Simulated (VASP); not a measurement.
A run of VASP 6.6.1:

Contents of POSCAR:

```
ZnO
1.0
    3.2351946317      0.0000000000      0.0000000000
   -1.6175973158      2.8017607372      0.0000000000
    0.0000000000      0.0000000000      5.2114270614
Zn O
2 2
Direct
    0.3333333333      0.6666666667      0.4996928489
    0.6666666667      0.3333333333     -0.0003071511
    0.6666666667      0.3333333333      0.3793171511
    0.3333333333      0.6666666667      0.8793171511
```

INCAR.step1

```
SYSTEM = ZnO
ALGO = Normal
EDIFF = 1E-4
ENCUT = 600
GGA = PE
ISMEAR = 0
LASPH = .True.
LCHARG = .False.
LREAL = .False.
LWAVE = .True.
NELM = 60
PREC = Accurate
SIGMA = 0.01
```

File INCAR.step2:

```
SYSTEM = ZnO
ALGO = Normal
EDIFF = 1E-6
EDIFFG = -0.002
ENCUT = 600
IBRION = 2
ISIF = 3
ISMEAR = 0
ISTART = 1
LASPH = .True.
LCHARG = .False.
LMIXTAU = .True.
LREAL = .False.
LWAVE = .False.
METAGGA = R2SCAN
NELM = 60
NSW = 100
PREC = Accurate
PSTRESS = 10.0
SIGMA = 0.01
```

Contents of KPOINTS:

```
k-points
0
Gamma
  8 8 4
  0 0 0
```

Potentials or basis: VASP PAW PBE potentials, release 64 (Zn, O).

Launch:

```console
$ cat potpaw_PBE.64/Zn/POTCAR potpaw_PBE.64/O/POTCAR > POTCAR
$ cp INCAR.step1 INCAR
$ mpirun -np 1 vasp_std > vasp.out
$ cp INCAR.step2 INCAR
$ mpirun -np 1 vasp_std > vasp.out
```

Hardware: 1 thread of Intel(R) Xeon(R) 6975P-C (Granite Rapids) (shared host).

Task: How long does it take, and how much memory?

Result: It took 5.3 min on 1 thread of Intel(R) Xeon(R) 6975P-C (Granite Rapids), with other jobs on the host, peak memory 0.2 GiB. Counts: k points 30, ion steps 8.
